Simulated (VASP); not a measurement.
# Pt (Fm-3m) in VASP: further runs

The runs below take Pt through single point, relaxation of volume and atoms at fixed shape, with LDA.

Everything below comes from runs of VASP 6.6.1. Logs are shortened: lines on timing, memory, paths and dates and some standing lists are left out, and cuts for length are marked.

## (1) The cell of the first run

It takes space group Fm-3m (No. 225, cubic). Conventional cell: a = 3.894 Å, b = 3.894 Å, c = 3.894 Å, α = 90.00°, β = 90.00°, γ = 90.00°. Pt (site symmetry m-3m) has 12 Pt at 2.75 Å within 3.6 Å.

## (2) Single point, LDA

INCAR

```
PREC = Accurate
ENCUT = 520
EDIFF = 1E-7
ISMEAR = 0
SIGMA = 0.1
LREAL = False
LASPH = True
NELM = 100
ALGO = Normal
ISIF = 2
LWAVE = False
LCHARG = False
NBANDS = 11
```

KPOINTS

```
Automatic mesh
0
Gamma
  10 10 10
```

POSCAR

```
Pt
1.0
    0.0000000000      1.9471727654      1.9471727654
    1.9471727654      0.0000000000      1.9471727654
    1.9471727654      1.9471727654      0.0000000000
Pt
1
Direct
    0.0000000000      0.0000000000      0.0000000000
```

Potentials or basis: VASP PAW LDA potentials, release 64 (Pt).

Launch:

```sh
$ cat potpaw_LDA.64/Pt/POTCAR > POTCAR
$ mpirun -np 1 vasp_std > vasp.out
```

OUTCAR:

```text
PREC = Accurate
   ENCUT = 520
   EDIFF = 1E-7
   ISMEAR = 0
   LREAL = False
   LASPH = True
   NELM = 100
   ISIF = 2

 ion  position               nearest neighbor table
   1  0.000  0.000  0.000-

  LATTYP: Found a face centered cubic cell.
 ALAT       =     3.8943455308

  Lattice vectors:

 A1 = (   0.0000000000,   1.9471727654,   1.9471727654)
 A2 = (   1.9471727654,   0.0000000000,   1.9471727654)
 A3 = (   1.9471727654,   1.9471727654,   0.0000000000)

Analysis of symmetry for initial positions (statically):
=====================================================================
 Subroutine PRICEL returns:
 Original cell was already a primitive cell.

 Routine SETGRP: Setting up the symmetry group for a
 face centered cubic supercell.

 Subroutine GETGRP returns: Found 48 space group operations
 (whereof 48 operations were pure point group operations)
 out of a pool of 48 trial point group operations.

The static configuration has the point symmetry O_h .

Analysis of symmetry for dynamics (positions and initial velocities):
=====================================================================
 Subroutine PRICEL returns:
 Original cell was already a primitive cell.

 Routine SETGRP: Setting up the symmetry group for a
 face centered cubic supercell.

 Subroutine GETGRP returns: Found 48 space group operations
 (whereof 48 operations were pure point group operations)
 out of a pool of 48 trial point group operations.

The dynamic configuration has the point symmetry O_h .

 Subroutine INISYM returns: Found 48 space group operations
 (whereof 48 operations are pure point group operations),
 and found     1 'primitive' translations

----------------------------------------------------------------------------------------

                                     Primitive cell

  volume of cell :      14.7653

  direct lattice vectors                    reciprocal lattice vectors
     0.000000000  1.947172765  1.947172765    -0.256782556  0.256782556  0.256782556
     1.947172765  0.000000000  1.947172765     0.256782556 -0.256782556  0.256782556
     1.947172765  1.947172765  0.000000000     0.256782556  0.256782556 -0.256782556

  length of vectors
     2.753718133  2.753718133  2.753718133     0.444760434  0.444760434  0.444760434

  position of ions in fractional coordinates (direct lattice)
     0.000000000  0.000000000  0.000000000

  ion indices of the primitive-cell ions
   primitive index   ion index
                 1           1

----------------------------------------------------------------------------------------

 KPOINTS: Automatic mesh

Automatic generation of k-mesh.
 Grid dimensions read from file:
 generate k-points for:   10   10   10

 Generating k-lattice:

  Cartesian coordinates                     Fractional coordinates (reciprocal lattice)
    -0.025678256  0.025678256  0.025678256     0.100000000  0.000000000  0.000000000
     0.025678256 -0.025678256  0.025678256     0.000000000  0.100000000  0.000000000
     0.025678256  0.025678256 -0.025678256     0.000000000  0.000000000  0.100000000

  Length of vectors
     0.044476043  0.044476043  0.044476043

  Shift w.r.t. Gamma in fractional coordinates (k-lattice)
     0.000000000  0.000000000  0.000000000

 Subroutine IBZKPT returns following result:
 ===========================================

 Found     47 irreducible k-points:

 Following reciprocal coordinates:
            Coordinates               Weight
  0.000000  0.000000  0.000000      1.000000
  0.100000  0.000000  0.000000      8.000000
  0.200000  0.000000  0.000000      8.000000
  0.300000  0.000000  0.000000      8.000000
  0.400000  0.000000  0.000000      8.000000
  0.500000  0.000000  0.000000      4.000000
[... 16 lines left out ...]
  0.300000  0.300000  0.000000      6.000000
  0.400000  0.300000  0.000000     24.000000
 [... further k-points ...]
   k-points           NKPTS =     47   k-points in BZ     NKDIM =     47   number of bands    NBANDS=     11
   number of dos      NEDOS =    301   number of ions     NIONS =      1
   total plane-waves  NPLWV =   8000
   dimension x,y,z NGX =    20 NGY =   20 NGZ =   20
   dimension x,y,z NGXF=    40 NGYF=   40 NGZF=   40
   ions per type =               1
   NGX,Y,Z   is equivalent  to a cutoff of  12.07, 12.07, 12.07 a.u.
   NGXF,Y,Z  is equivalent  to a cutoff of  24.15, 24.15, 24.15 a.u.
 SYSTEM =  unknown system
   PREC   = accura    normal or accurate (medium, high low for compatibility)
   ISTART =      0    job   : 0-new  1-cont  2-samecut
   ICHARG =      2    charge: 1-file 2-atom 10-const
   ISPIN  =      1    spin polarized calculation?
   LNONCOLLINEAR =      F non collinear calculations
   LSORBIT =      F    spin-orbit coupling
   LASPH  =      T    aspherical Exc in radial PAW
   ENCUT  =  520.0 eV  38.22 Ry    6.18 a.u.   5.12  5.12  5.12*2*pi/ulx,y,z
   NELM   =    100;   NELMIN=  2; NELMDL= -5     # of ELM steps
   EDIFF  = 0.1E-06   stopping-criterion for ELM
   LREAL  =      F    real-space projection
   EDIFFG = 0.1E-05   stopping-criterion for IOM
   NSW    =      0    number of steps for IOM
   IBRION =     -1    ionic relax: 0-MD 1-quasi-New 2-CG
   NFREE  =      0    steps in history (QN), initial steepest desc. (CG)
   ISIF   =      2    stress and relaxation
   ISYM   =      2    0-nonsym 1-usesym 2-fastsym
   POTIM  = 0.5000    time-step for ionic-motion
   TEBEG  =    0.0;   TEEND  =   0.0 temperature during run
   PSTRESS=    0.0 pullay stress
   NELECT =      10.0000    total number of electrons
   NUPDOWN=      -1.0000    fix difference up-down
   EMIN   =  10.00;   EMAX   =-10.00  energy-range for DOS
   EFERMI =   0.00;   METHOD = LEGACY
   ISMEAR =     0;   SIGMA  =   0.10  broadening in eV -4-tet -1-fermi 0-gaus
   EFERMI_NEDOS =   21; number of points for ismear=-14 and -15
   IALGO  =     38    algorithm
   IMIX   =      4    mixing-type and parameters
     AMIX     =   0.40;   BMIX     =  1.00
     AMIX_MAG =   1.60;   BMIX_MAG =  1.00
  volume/ion in A,a.u.               =      14.77        99.64
  Fermi-wavevector in a.u.,A,eV,Ry     =   1.437674  2.716809 28.121961  2.066906
  Thomas-Fermi vector in A             =   2.556725
   LORBIT       =      0    0 simple, 1 ext, 2 COOP (PROOUT), +10 PAW based schemes
   GGA     = CA    functional components
   LHFCALC =     F    Hartree Fock is set to
   AEXX    =    0.0000 exact exchange contribution
   IVDW    =     0    specifies the selected vdW correction
   LEPSILON=     F    determine dielectric tensor
   LRPA    =     F    only Hartree local field effects (RPA)
 non-spin polarized calculation
 Gauss-broadening in eV      SIGMA  =   0.10
  energy-cutoff  :      520.00
  volume of cell :       14.77
 maximum number of plane-waves:       411
   NGX = 11   NGY = 11   NGZ = 11

 number of electron      10.0000000 magnetization

 Free energy of the ion-electron system (eV)
  ---------------------------------------------------
  ext. energy  EPLUGINS =         0.00000000
  ---------------------------------------------------
  free energy    TOTEN  =        -7.49320267 eV

  energy without entropy =       -7.48783478  energy(sigma->0) =       -7.49051872

 E-fermi :  11.5749     XC(G=0): -13.8102

 val. band max:       11.5090503790   @ k =   0.4000   0.3000   0.0000
 cond. band min:      11.5885135785   @ k =   0.5000   0.5000   0.0000
 fundamental gap:      0.0794631995
 Fermi energy:        11.5749380841

 k-point     1 :       0.0000    0.0000    0.0000
  band No.  band energies     occupation
      1       1.0706      2.00000
      2       7.6082      2.00000
      3       7.6082      2.00000
      4       7.6082      2.00000
      5       9.8755      2.00000
      6       9.8755      2.00000
      7      26.1154      0.00000
      8      31.1551      0.00000
      9      31.1551      0.00000
     10      31.1551      0.00000
     11      36.6848      0.00000

 k-point     2 :       0.1000    0.0000    0.0000
  band No.  band energies     occupation
      1       1.4761      2.00000
      2       7.4342      2.00000
      3       7.7639      2.00000
      4       7.7639      2.00000
      5       9.7938      2.00000
      6       9.7938      2.00000
      7      26.7424      0.00000
      8      29.4110      0.00000
      9      31.7919      0.00000
     10      31.7919      0.00000
     11      38.3344      0.00000

 k-point     3 :       0.2000    0.0000    0.0000
  band No.  band energies     occupation
      1       2.5436      2.00000
      2       7.1757      2.00000
      3       8.0055      2.00000
      4       8.0055      2.00000
      5       9.8201      2.00000
      6       9.8201      2.00000
      7      26.5357      0.00000
      8      27.9274      0.00000
      9      33.4991      0.00000
     10      33.4991      0.00000
     11      35.7875      0.00000

 k-point     4 :       0.3000    0.0000    0.0000
  band No.  band energies     occupation
      1       3.6228      2.00000
      2       7.6501      2.00000
      3       7.9049      2.00000
      4       7.9049      2.00000
      5      10.4177      2.00000
      6      10.4177      2.00000
      7      23.2422      0.00000
      8      27.4329      0.00000
      9      33.9615      0.00000
     10      33.9615      0.00000
     11      35.8671      0.00000

 k-point     5 :       0.4000    0.0000    0.0000
  band No.  band energies     occupation
      1       3.9614      2.00000
      2       7.6579      2.00000
      3       7.6579      2.00000
      4       9.4985      2.00000
      5      11.2336      2.00000
      6      11.2336      2.00000
      7      19.6228      0.00000
      8      26.1565      0.00000
      9      31.5620      0.00000
     10      31.5620      0.00000
     11      39.0938      0.00000
[... 211 lines left out ...]
 k-point    21 :      -0.3000    0.2000    0.0000
  band No.  band energies     occupation
      1       5.2038      2.00000
      2       7.0156      2.00000
      3       7.3627      2.00000
      4       8.6105      2.00000
      5      10.0743      2.00000
      6      13.4381      0.00000
      7      21.4149      0.00000
      8      25.7719      0.00000
      9      28.8755      0.00000
     10      32.8595      0.00000
     11      34.9509      0.00000

 k-point    22 :      -0.2000    0.2000    0.0000
  band No.  band energies     occupation
      1       4.5166      2.00000
      2       6.6277      2.00000
      3       7.6527      2.00000
      4       8.8583      2.00000
      5       9.0598      2.00000
      6      11.9827      0.00000
      7      24.3933      0.00000
      8      27.1528      0.00000
      9      29.9604      0.00000
     10      32.3013      0.00000
     11      35.8633      0.00000

 k-point    23 :       0.3000    0.3000    0.0000
  band No.  band energies     occupation
      1       4.4140      2.00000
      2       5.5358      2.00000
      3       8.7490      2.00000
      4      10.0030      2.00000
      5      10.0030      2.00000
      6      10.9451      2.00000
      7      27.2089      0.00000
      8      27.2089      0.00000
      9      28.4634      0.00000
     10      30.9140      0.00000
     11      32.0906      0.00000

 k-point    24 :       0.4000    0.3000    0.0000
  band No.  band energies     occupation
      1       4.7188      2.00000
      2       5.3454      2.00000
      3       8.8291      2.00000
      4      10.1927      2.00000
      5      11.5091      1.64856
      6      11.7714      0.00546
      7      23.6611      0.00000
      8      25.9812      0.00000
      9      26.5809      0.00000
     10      31.7216      0.00000
     11      33.8949      0.00000

 [... further k-points ...]

------------------------ aborting loop because EDIFF is reached ----------------------------------------

  FORCE on cell =-STRESS in cart. coord.  units (eV):
  Direction    XX          YY          ZZ          XY          YZ          ZX
  --------------------------------------------------------------------------------------
  -------------------------------------------------------------------------------------
  Total        0.0716949      0.0716949      0.0716949      0.0000000      0.0000000      0.0000000
  in kB        7.7795658      7.7795658      7.7795658      0.0000000      0.0000000      0.0000000
  external PRESSURE =       7.7795658 kB  Pullay stress =       0.0000000 kB

 VOLUME and BASIS-vectors are now :
 -----------------------------------------------------------------------------
  energy-cutoff  :      520.00
  volume of cell :       14.77
      direct lattice vectors                 reciprocal lattice vectors
     0.000000000  1.947172765  1.947172765    -0.256782556  0.256782556  0.256782556
     1.947172765  0.000000000  1.947172765     0.256782556 -0.256782556  0.256782556
     1.947172765  1.947172765  0.000000000     0.256782556  0.256782556 -0.256782556

 POSITION                                       TOTAL-FORCE (eV/Angst)
 -----------------------------------------------------------------------------------
      0.00000      0.00000      0.00000         0.000000      0.000000      0.000000
 -----------------------------------------------------------------------------------
    total drift:                                0.000000     -0.000000     -0.000000

  FREE ENERGIE OF THE ION-ELECTRON SYSTEM (eV)
  ---------------------------------------------------
  free  energy   TOTEN  =        -7.4932026712 eV

  energy  without entropy=       -7.4878347755  energy(sigma->0) =       -7.49051872
```

It took 9.8 s on 1 thread of Intel Xeon 8259CL, shared host; peak memory 0.12 GiB.

Results:

* Free energy: -7.4932 eV
* Pressure: 0.8 GPa
* Band gap on the k mesh: zero (bands 5 and 6 overlap by 2.28 eV)

Levels at points of the mesh, in eV from the Fermi level:
```csv
k point,band 1,band 2,band 3,band 4,band 5,band 6,band 7,band 8,band 9,band 10
"(0.00, 0.00, 0.00)",-10.50,-3.97,-3.97,-3.97,-1.70,-1.70,14.54,19.58,19.58,19.58
"(0.50, 0.00, 0.00)",-7.60,-4.02,-4.02,-0.59,0.03,0.03,5.98,14.11,19.02,19.02
"(0.50, 0.50, 0.00)",-7.35,-6.90,0.01,0.50,0.50,1.71,9.08,11.39,11.39,20.45
```

Caveat: spin-orbit coupling is left out, which moves the levels of the heavy elements.

## (3) Relaxation of volume and atoms at fixed shape, LDA

This run uses another cell than the first one, of 15.08 Å³/atom.

INCAR

```
PREC = Accurate
ENCUT = 600
EDIFF = 1E-6
ISMEAR = 0
SIGMA = 0.1
LREAL = F
LASPH = T
NELM = 100
ALGO = Normal
ISIF = 8
LWAVE = F
LCHARG = F
GGA = CA
IBRION = 2
NSW = 80
EDIFFG = -0.02
```

KPOINTS

```
regular mesh
0
Gamma
  10 10 10
```

POSCAR

```
Pt
1.0
    0.0000000000      1.9609000000      1.9609000000
    1.9609000000      0.0000000000      1.9609000000
    1.9609000000      1.9609000000      0.0000000000
Pt
1
Direct
    0.0000000000      0.0000000000      0.0000000000
```

Potentials or basis: VASP PAW LDA potentials, release 64 (Pt).

Launch:

```sh
$ cat potpaw_LDA.64/Pt/POTCAR > POTCAR
$ mpirun -np 1 vasp_std > vasp.out
```

Run time: 25 s. Hardware: 1 thread of Intel Xeon 8259CL, shared host; peak memory 0.15 GiB.

The run converged. Its results:

| Quantity | Value |
| --- | --- |
| Free energy | -7.4934 eV |
| Relaxed volume | 14.81 Å³/atom |
| Relaxed cell | a = 2.757 Å, b = 2.757 Å, c = 2.757 Å, α = 60.00°, β = 60.00°, γ = 60.00° |
| Space group after relaxing (to 0.1 Å) | Fm-3m (No. 225) |
| Energy gained by relaxing | 4.6 meV/atom |
| Ionic steps | 3 |
| Pressure after relaxing | -0.1 GPa |
| Band gap on the k mesh | zero (bands 5 and 6 overlap by 2.27 eV) |

Step by step:
```tsv
step	energy change (eV)	largest force (eV/Å)	pressure (GPa)	volume (Å³)
1	0.0000	0.0000	-5.33	15.08
2	0.0415	0.0000	19.68	14.01
3	-0.0046	0.0000	-0.13	14.81
```

Final structure:
```
CELL_PARAMETERS angstrom
0.00000 1.94929 1.94929
1.94929 0.00000 1.94929
1.94929 1.94929 0.00000
ATOMIC_POSITIONS crystal
Pt 0.00000 0.00000 0.00000
```

Levels at points of the mesh, in eV from the Fermi level:
| k point | band 1 | band 2 | band 3 | band 4 | band 5 | band 6 | band 7 | band 8 | band 9 |
| --- | --- | --- | --- | --- | --- | --- | --- | --- | --- |
| (0.00, 0.00, 0.00) | -10.47 | -3.95 | -3.95 | -3.95 | -1.69 | -1.69 | 14.55 | 19.57 | 19.57 |
| (0.50, 0.00, 0.00) | -7.57 | -4.00 | -4.00 | -0.57 | 0.03 | 0.03 | 5.95 | 14.12 | 19.00 |
| (0.50, 0.50, 0.00) | -7.32 | -6.86 | 0.01 | 0.50 | 0.50 | 1.71 | 9.05 | 11.38 | 11.38 |

Caveat: spin-orbit coupling is left out, which moves the levels of the heavy elements. LDA usually gives volumes a few per cent too small.
